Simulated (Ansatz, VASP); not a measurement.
## HfS2 in VASP and in Ansatz

File INCAR:

```
SYSTEM = HfS2
PREC = Accurate
ENCUT = 400
EDIFF = 1E-6
ISMEAR = 0
SIGMA = 0.02
LREAL = .FALSE.
LASPH = .TRUE.
NELM = 120
ALGO = Normal
ISIF = 2
LWAVE = .FALSE.
LCHARG = .FALSE.
LDIPOL = .TRUE.
IDIPOL = 3
DIPOL = 0.5 0.5 0.500
GGA = PE
IVDW = 12
NBANDS = 18
GGA_COMPAT = .FALSE.
NELMDL = -8
```

File KPOINTS:

```
Automatic mesh
0
G
  9 9 1
  0 0 0
```

Contents of POSCAR:

```
HfS2
1.0
    3.7630000000      0.0000000000      0.0000000000
   -1.8815000000      3.2588535945      0.0000000000
    0.0000000000      0.0000000000     31.8247012176
S Hf
2 1
Direct
    0.6666666667      0.3333333333      0.4578314973
    0.3333333333      0.6666666667      0.5421685027
    0.0000000000      0.0000000000      0.5000000000
```

Input for Ansatz:

```yaml
crystal:
  lattice:
    - [3.763, 0.0, 0.0]
    - [-1.8815, 3.2588535945, 0.0]
    - [0.0, 0.0, 31.8247012176]
  atoms:
    - { symbol: S, position: [0.6666666667, 0.3333333333, 0.4578314973] }
    - { symbol: Hf, position: [0.0, 0.0, 0.5] }
    - { symbol: S, position: [0.3333333333, 0.6666666667, 0.5421685027] }
  periodic: [true, true, false]
basis:
  ecutwfc: 420
kpoints:
  mp_grid: { grid: [9, 9, 1] }
hamiltonian:
  xc: pbe
  pseudopotentials: { kind: paw, azcp: { folder: soft_1 } }
  dispersion: d3bj
scf:
  occupations: { method: gaussian, width: 0.02 }
output:
  forces: true
  stress: true
  eigenvalues: true
```

Alike in both runs: task single point; functional PBE; dispersion D3(BJ); k mesh 9 × 9 × 1; occupations gaussian, width 0.02 eV; no spin polarisation.

|  | VASP | Ansatz |
| --- | --- | --- |
| version | VASP 6.6.1 | Ansatz 0.2.0 |
| potentials or method | VASP PAW PBE potentials, release 64 (S, Hf_pv), cutoff 400 eV | scalar-relativistic, plane waves, PAW |
| valence electrons in the cell | 22 | 38 |

```csv
,VASP,Ansatz,Ansatz less VASP
gap on the k mesh at the Fermi level (eV),1.80,1.79,-0.009
least direct gap on the mesh (eV),2.12,2.12,-0.006
rms of the force components (eV/Å),0.203,0.232,+0.0292
```

VASP's potentials hold 22 valence electrons a cell and Ansatz's 38, so a difference there can come from the potentials and not from the codes.

Spin-orbit coupling is off throughout.
